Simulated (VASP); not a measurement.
Co:

```
Co
1.0
     2.48736    0.00000    0.00000
    -1.24368    2.15412    0.00000
     0.00000    0.00000    4.06329
Co
2
Direct
  0.66667 0.33333 0.25986
  0.33333 0.66667 0.74014
```

Program: VASP 6.6.1. Alike in all runs: task single point; level PBE; potentials or basis VASP PAW PBE potentials, release 64 (Co); spin collinear, ferromagnetic start; cell as given; k mesh 15 × 15 × 8; cutoff (eV) 520; smearing fermi-dirac 0.08 eV.

Order these runs on this cell by their pressure, lowest first.
A. 
B. fixed moment (μB) 4.41
C. fixed moment (μB) 3.92

A (0.0 GPa), C (6.7 GPa), B (13.1 GPa).

Caveats: the cell stands under pressure (at least some runs); the total moment is fixed, so each spin has its own Fermi level and the state may be an excited one (at least some runs).
